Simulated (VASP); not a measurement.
# S (Fm-3m) in VASP: notebook

The runs below take S through single point, with LDA.

Program: VASP 6.6.1. These are calculated values, not measurements. Logs are shortened: lines on timing, memory, paths and dates and some standing lists are left out, and cuts for length are marked.

## Step 1: The cell of the first run

Symmetry: Fm-3m, No. 225, cubic system. The conventional cell has a = 3.989 Å, b = 3.989 Å, c = 3.989 Å, α = 90.00°, β = 90.00°, γ = 90.00°. Within 3.7 Å of S (site symmetry m-3m) lie 12 S at 2.82 Å.

## Step 2: Single point, LDA

Contents of INCAR:

```
SYSTEM = S
PREC = Accurate
ENCUT = 520
EDIFF = 1E-6
ISMEAR = 0
SIGMA = 0.15
LREAL = .False.
LASPH = .True.
NELM = 100
ALGO = Normal
ISIF = 2
LWAVE = .False.
LCHARG = .True.
GGA = CA
LELF = .True.
LVHAR = .True.
NBANDS = 9
```

Contents of KPOINTS:

```
regular mesh
0
Gamma
  20 20 20
  0 0 0
```

Contents of POSCAR:

```
S
1.0
    0.0000000000      1.9943503440      1.9943503440
    1.9943503440      0.0000000000      1.9943503440
    1.9943503440      1.9943503440      0.0000000000
S
1
Direct
    0.0000000000      0.0000000000      0.0000000000
```

Potentials or basis: VASP PAW LDA potentials, release 64 (S).

Command:

```sh
$ cat potpaw_LDA.64/S/POTCAR > POTCAR
$ mpirun -np 1 vasp_std > vasp.out
```

OUTCAR:

```text
SYSTEM = S
   PREC = Accurate
   ENCUT = 520
   EDIFF = 1E-6
   ISMEAR = 0
   LREAL = .False.
   LASPH = .True.
   NELM = 100
   ISIF = 2
   GGA = CA

 ion  position               nearest neighbor table
   1  0.000  0.000  0.000-

  LATTYP: Found a face centered cubic cell.
 ALAT       =     3.9887006880

  Lattice vectors:

 A1 = (   0.0000000000,   1.9943503440,   1.9943503440)
 A2 = (   1.9943503440,   0.0000000000,   1.9943503440)
 A3 = (   1.9943503440,   1.9943503440,   0.0000000000)

Analysis of symmetry for initial positions (statically):
=====================================================================
 Subroutine PRICEL returns:
 Original cell was already a primitive cell.

 Routine SETGRP: Setting up the symmetry group for a
 face centered cubic supercell.

 Subroutine GETGRP returns: Found 48 space group operations
 (whereof 48 operations were pure point group operations)
 out of a pool of 48 trial point group operations.

The static configuration has the point symmetry O_h .

Analysis of symmetry for dynamics (positions and initial velocities):
=====================================================================
 Subroutine PRICEL returns:
 Original cell was already a primitive cell.

 Routine SETGRP: Setting up the symmetry group for a
 face centered cubic supercell.

 Subroutine GETGRP returns: Found 48 space group operations
 (whereof 48 operations were pure point group operations)
 out of a pool of 48 trial point group operations.

The dynamic configuration has the point symmetry O_h .

 Subroutine INISYM returns: Found 48 space group operations
 (whereof 48 operations are pure point group operations),
 and found     1 'primitive' translations

----------------------------------------------------------------------------------------

                                     Primitive cell

  volume of cell :      15.8648

  direct lattice vectors                    reciprocal lattice vectors
     0.000000000  1.994350344  1.994350344    -0.250708208  0.250708208  0.250708208
     1.994350344  0.000000000  1.994350344     0.250708208 -0.250708208  0.250708208
     1.994350344  1.994350344  0.000000000     0.250708208  0.250708208 -0.250708208

  length of vectors
     2.820437305  2.820437305  2.820437305     0.434239353  0.434239353  0.434239353

  position of ions in fractional coordinates (direct lattice)
     0.000000000  0.000000000  0.000000000

  ion indices of the primitive-cell ions
   primitive index   ion index
                 1           1

----------------------------------------------------------------------------------------

 KPOINTS: regular mesh

Automatic generation of k-mesh.
 Grid dimensions read from file:
 generate k-points for:   20   20   20

 Generating k-lattice:

  Cartesian coordinates                     Fractional coordinates (reciprocal lattice)
    -0.012535410  0.012535410  0.012535410     0.050000000  0.000000000  0.000000000
     0.012535410 -0.012535410  0.012535410     0.000000000  0.050000000  0.000000000
     0.012535410  0.012535410 -0.012535410     0.000000000  0.000000000  0.050000000

  Length of vectors
     0.021711968  0.021711968  0.021711968

  Shift w.r.t. Gamma in fractional coordinates (k-lattice)
     0.000000000  0.000000000  0.000000000

 Subroutine IBZKPT returns following result:
 ===========================================

 Found    256 irreducible k-points:

 Following reciprocal coordinates:
            Coordinates               Weight
  0.000000  0.000000  0.000000      1.000000
  0.050000  0.000000  0.000000      8.000000
  0.100000  0.000000  0.000000      8.000000
  0.150000  0.000000  0.000000      8.000000
  0.200000  0.000000  0.000000      8.000000
  0.250000  0.000000  0.000000      8.000000
[... 16 lines left out ...]
 -0.400000  0.050000  0.000000     24.000000
 -0.350000  0.050000  0.000000     24.000000
 [... further k-points ...]
   k-points           NKPTS =    256   k-points in BZ     NKDIM =    256   number of bands    NBANDS=      9
   number of dos      NEDOS =    301   number of ions     NIONS =      1
   total plane-waves  NPLWV =  13824
   dimension x,y,z NGX =    24 NGY =   24 NGZ =   24
   dimension x,y,z NGXF=    48 NGYF=   48 NGZF=   48
   ions per type =               1
   NGX,Y,Z   is equivalent  to a cutoff of  14.15, 14.15, 14.15 a.u.
   NGXF,Y,Z  is equivalent  to a cutoff of  28.29, 28.29, 28.29 a.u.
 SYSTEM =  S
   PREC   = accura    normal or accurate (medium, high low for compatibility)
   ISTART =      0    job   : 0-new  1-cont  2-samecut
   ICHARG =      2    charge: 1-file 2-atom 10-const
   ISPIN  =      1    spin polarized calculation?
   LNONCOLLINEAR =      F non collinear calculations
   LSORBIT =      F    spin-orbit coupling
   LASPH  =      T    aspherical Exc in radial PAW
   ENCUT  =  520.0 eV  38.22 Ry    6.18 a.u.   5.24  5.24  5.24*2*pi/ulx,y,z
   NELM   =    100;   NELMIN=  2; NELMDL= -5     # of ELM steps
   EDIFF  = 0.1E-05   stopping-criterion for ELM
   LREAL  =      F    real-space projection
   EDIFFG = 0.1E-04   stopping-criterion for IOM
   NSW    =      0    number of steps for IOM
   IBRION =     -1    ionic relax: 0-MD 1-quasi-New 2-CG
   NFREE  =      0    steps in history (QN), initial steepest desc. (CG)
   ISIF   =      2    stress and relaxation
   ISYM   =      2    0-nonsym 1-usesym 2-fastsym
   POTIM  = 0.5000    time-step for ionic-motion
   TEBEG  =    0.0;   TEEND  =   0.0 temperature during run
   PSTRESS=    0.0 pullay stress
   NELECT =       6.0000    total number of electrons
   NUPDOWN=      -1.0000    fix difference up-down
   EMIN   =  10.00;   EMAX   =-10.00  energy-range for DOS
   EFERMI =   0.00;   METHOD = LEGACY
   ISMEAR =     0;   SIGMA  =   0.15  broadening in eV -4-tet -1-fermi 0-gaus
   EFERMI_NEDOS =   21; number of points for ismear=-14 and -15
   IALGO  =     38    algorithm
   IMIX   =      4    mixing-type and parameters
     AMIX     =   0.40;   BMIX     =  1.00
     AMIX_MAG =   1.60;   BMIX_MAG =  1.00
  volume/ion in A,a.u.               =      15.86       107.06
  Fermi-wavevector in a.u.,A,eV,Ry     =   1.183897  2.237240 19.070080  1.401611
  Thomas-Fermi vector in A             =   2.320122
   LORBIT       =      0    0 simple, 1 ext, 2 COOP (PROOUT), +10 PAW based schemes
   GGA     = CA    functional components
   LHFCALC =     F    Hartree Fock is set to
   AEXX    =    0.0000 exact exchange contribution
   IVDW    =     0    specifies the selected vdW correction
   LEPSILON=     F    determine dielectric tensor
   LRPA    =     F    only Hartree local field effects (RPA)
 non-spin polarized calculation
 Gauss-broadening in eV      SIGMA  =   0.15
  energy-cutoff  :      520.00
  volume of cell :       15.86
 maximum number of plane-waves:       444
 NGX is ok and might be reduce to    24
   NGX = 11   NGY = 11   NGZ = 11

 number of electron       5.9999999 magnetization

 Free energy of the ion-electron system (eV)
  ---------------------------------------------------
  ext. energy  EPLUGINS =         0.00000000
  ---------------------------------------------------
  free energy    TOTEN  =        -3.67036494 eV

  energy without entropy =       -3.66099879  energy(sigma->0) =       -3.66568186

 E-fermi :   7.3088     XC(G=0): -11.3451

 val. band max:        7.2994034697   @ k =   0.3500   0.3000   0.0000
 cond. band min:       7.3108747313   @ k =  -0.3000   0.1500   0.0500
 fundamental gap:      0.0114712617
 Fermi energy:         7.3088118093

 k-point     1 :       0.0000    0.0000    0.0000
  band No.  band energies     occupation
      1      -9.3295      2.00000
      2      10.4909      0.00000
      3      10.4909      0.00000
      4      10.4909      0.00000
      5      19.4259      0.00000
      6      19.4259      0.00000
      7      19.4259      0.00000
      8      21.4910      0.00000
      9      24.7973      0.00000

 k-point     2 :       0.0500    0.0000    0.0000
  band No.  band energies     occupation
      1      -9.2703      2.00000
      2      10.1505      0.00000
      3      10.4461      0.00000
      4      10.4461      0.00000
      5      19.3045      0.00000
      6      19.5310      0.00000
      7      19.5310      0.00000
      8      21.6883      0.00000
      9      24.5984      0.00000

 k-point     3 :       0.1000    0.0000    0.0000
  band No.  band energies     occupation
      1      -9.0933      2.00000
      2       9.2391      0.00000
      3      10.3217      0.00000
      4      10.3217      0.00000
      5      18.9579      0.00000
      6      19.8082      0.00000
      7      19.8082      0.00000
      8      22.2783      0.00000
      9      24.1415      0.00000

 k-point     4 :       0.1500    0.0000    0.0000
  band No.  band energies     occupation
      1      -8.8010      2.00000
      2       7.9737      0.00000
      3      10.1430      0.00000
      4      10.1430      0.00000
      5      18.4984      0.00000
      6      20.1245      0.00000
      7      20.1245      0.00000
      8      23.1364      0.00000
      9      23.7313      0.00000
[... 205 lines left out ...]
 k-point    22 :      -0.4500    0.0500    0.0000
  band No.  band energies     occupation
      1      -5.2729      2.00000
      2       0.0962      2.00000
      3       8.8427      0.00000
      4       9.1841      0.00000
      5      16.9849      0.00000
      6      18.4432      0.00000
      7      18.7958      0.00000
      8      24.7697      0.00000
      9      28.4926      0.00000

 k-point    23 :      -0.4000    0.0500    0.0000
  band No.  band energies     occupation
      1      -5.7344      2.00000
      2       0.7993      2.00000
      3       8.8285      0.00000
      4       9.3117      0.00000
      5      17.0708      0.00000
      6      18.6704      0.00000
      7      18.8817      0.00000
      8      24.8857      0.00000
      9      27.3603      0.00000

 k-point    24 :      -0.3500    0.0500    0.0000
  band No.  band energies     occupation
      1      -6.3713      2.00000
      2       1.8786      2.00000
      3       8.8708      0.00000
      4       9.4765      0.00000
      5      17.2200      0.00000
      6      19.0237      0.00000
      7      19.1018      0.00000
      8      24.9835      0.00000
      9      26.0589      0.00000

 [... further k-points ...]

------------------------ aborting loop because EDIFF is reached ----------------------------------------

  FORCE on cell =-STRESS in cart. coord.  units (eV):
  Direction    XX          YY          ZZ          XY          YZ          ZX
  --------------------------------------------------------------------------------------
  -------------------------------------------------------------------------------------
  Total       -0.6511470     -0.6511470     -0.6511470     -0.0000000     -0.0000000      0.0000000
  in kB      -65.7590135    -65.7590135    -65.7590135     -0.0000000     -0.0000000      0.0000000
  external PRESSURE =     -65.7590135 kB  Pullay stress =       0.0000000 kB

 VOLUME and BASIS-vectors are now :
 -----------------------------------------------------------------------------
  energy-cutoff  :      520.00
  volume of cell :       15.86
      direct lattice vectors                 reciprocal lattice vectors
     0.000000000  1.994350344  1.994350344    -0.250708208  0.250708208  0.250708208
     1.994350344  0.000000000  1.994350344     0.250708208 -0.250708208  0.250708208
     1.994350344  1.994350344  0.000000000     0.250708208  0.250708208 -0.250708208

 POSITION                                       TOTAL-FORCE (eV/Angst)
 -----------------------------------------------------------------------------------
      0.00000      0.00000      0.00000         0.000000      0.000000      0.000000
 -----------------------------------------------------------------------------------
    total drift:                                0.000000     -0.000000     -0.000000

  FREE ENERGIE OF THE ION-ELECTRON SYSTEM (eV)
  ---------------------------------------------------
  free  energy   TOTEN  =        -3.6703649355 eV

  energy  without entropy=       -3.6609987913  energy(sigma->0) =       -3.66568186
```

Wall time 8.5 s (1 thread of Intel Xeon 6975P-C (Granite Rapids), shared host); peak memory 0.14 GiB.

Results:

| Item | Value |
| --- | --- |
| Free energy | -3.6704 eV |
| Pressure | -6.6 GPa |
| Band gap on the k mesh | zero (band 3 reaches 10.49 eV, above the bottom of band 4 at 4.77 eV) |

Levels at points of the mesh, in eV from the Fermi level:
```
           k point  band 1  band 2  band 3  band 4  band 5  band 6
(0.00, 0.00, 0.00)  -16.64    3.18    3.18    3.18   12.12   12.12
(0.50, 0.00, 0.00)  -12.52   -7.41    1.89    1.89    9.40   11.33
(0.50, 0.50, 0.00)  -10.87   -6.41   -0.83   -0.83    5.30    5.86
```

## Step 3: Single point, LDA

Contents of INCAR:

```
PREC     = Accurate       # precision mode
ENCUT    = 520            # plane-wave cutoff, eV
EDIFF    = 1E-6           # SCF threshold, eV
ISMEAR   = 0              # smearing method
SIGMA    = 0.15           # smearing width, eV
LREAL    = False          # projectors in reciprocal space
LASPH    = True           # aspherical terms in the spheres
NELM     = 80             # most SCF steps
ALGO     = Normal         # electronic algorithm
ISIF     = 2              # what is computed and relaxed
LWAVE    = False          # write WAVECAR
LCHARG   = False          # write CHGCAR
GGA      = CA             # functional
NBANDS   = 9              # bands
```

Contents of KPOINTS:

```
regular mesh
0
Gamma
  22 22 22
```

POSCAR is that of step 2.

Potentials or basis: VASP PAW LDA potentials, release 64 (S).

Command:

```sh
$ cat potpaw_LDA.64/S/POTCAR > POTCAR
$ mpirun -np 1 vasp_std > vasp.out
```

Wall time 10 s (1 thread of Intel Xeon 6975P-C (Granite Rapids), shared host); peak memory 0.15 GiB.

It converged, with:

| Item | Value |
| --- | --- |
| Free energy | -3.6711 eV |
| Pressure | -6.6 GPa |
| Band gap on the k mesh | zero (band 3 reaches 10.49 eV, above the bottom of band 4 at 4.80 eV) |

Levels at points of the mesh, in eV from the Fermi level:
```csv
k point,band 1,band 2,band 3,band 4,band 5,band 6
"(0.00, 0.00, 0.00)",-16.66,3.16,3.16,3.16,12.10,12.10
"(0.50, 0.00, 0.00)",-12.54,-7.43,1.87,1.87,9.38,11.31
"(0.50, 0.50, 0.00)",-10.89,-6.43,-0.85,-0.85,5.28,5.85
```
